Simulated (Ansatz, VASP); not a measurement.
ReSb: VASP beside Ansatz

Contents of INCAR:

```
PREC     = Accurate       # precision mode
ENCUT    = 520            # plane-wave cutoff, eV
EDIFF    = 1E-6           # SCF threshold, eV
ISMEAR   = -1             # smearing method
SIGMA    = 0.08           # smearing width, eV
LREAL    = F              # projectors in reciprocal space
LASPH    = T              # aspherical terms in the spheres
NELM     = 100            # most SCF steps
ALGO     = Normal         # electronic algorithm
ISIF     = 2              # what is computed and relaxed
LWAVE    = F              # write WAVECAR
LCHARG   = F              # write CHGCAR
GGA      = CA             # functional
NBANDS   = 13             # bands
```

The input KPOINTS:

```
Automatic mesh
0
Gamma
  12 12 12
```

Contents of POSCAR:

```
ReSb
1.0
    0.0000000000      2.4719632461      2.4719632461
    2.4719632461      0.0000000000      2.4719632461
    2.4719632461      2.4719632461      0.0000000000
Re Sb
1 1
Direct
    0.0000000000      0.0000000000      0.0000000000
    0.5000000000      0.5000000000      0.5000000000
```

Input for Ansatz:

```yaml
crystal:
  lattice:
    - [0.0, 2.4719632461, 2.4719632461]
    - [2.4719632461, 0.0, 2.4719632461]
    - [2.4719632461, 2.4719632461, 0.0]
  atoms:
    - { symbol: Re, position: [0.0, 0.0, 0.0] }
    - { symbol: Sb, position: [0.5, 0.5, 0.5] }
kpoints:
  mp_grid: { grid: [12, 12, 12] }
scf:
  occupations: { method: fermi_dirac, width: 0.08 }
hamiltonian:
  xc: lda
  pseudopotentials: { kind: paw }
output:
  forces: true
  stress: true
  eigenvalues: true
  populations: true
```

Change from the starting cell: volume scaled by 0.78, PAW files.

Alike in both runs: task single point; functional LDA; k mesh 12 × 12 × 12; occupations fermi-dirac, width 0.08 eV; no spin polarisation.

```csv
,VASP,Ansatz
version,VASP 6.6.1,Ansatz 0.2.0
potentials or method,"VASP PAW LDA potentials, release 64 (Re, Sb)","PAW with Ansatz's default frozen-core files, scalar-relativistic"
plane-wave cutoff (eV),520,420
valence electrons in the cell,12,30
```

VASP gave:

* pressure (GPa): 75.3

Question: Estimate Ansatz's values.

Answer: Pressure (GPa): 73.0.

LDA's correlation is that of Perdew and Zunger in VASP and of Perdew and Wang (1992) in Ansatz. Both programs put the cell under a high pressure, so it lies far from rest at this level. VASP's potentials hold 12 valence electrons a cell and Ansatz's 30, so a difference there can come from the potentials and not from the codes.

Spin-orbit coupling is off throughout. Noted on VASP's run: the cell as given lies far from equilibrium.
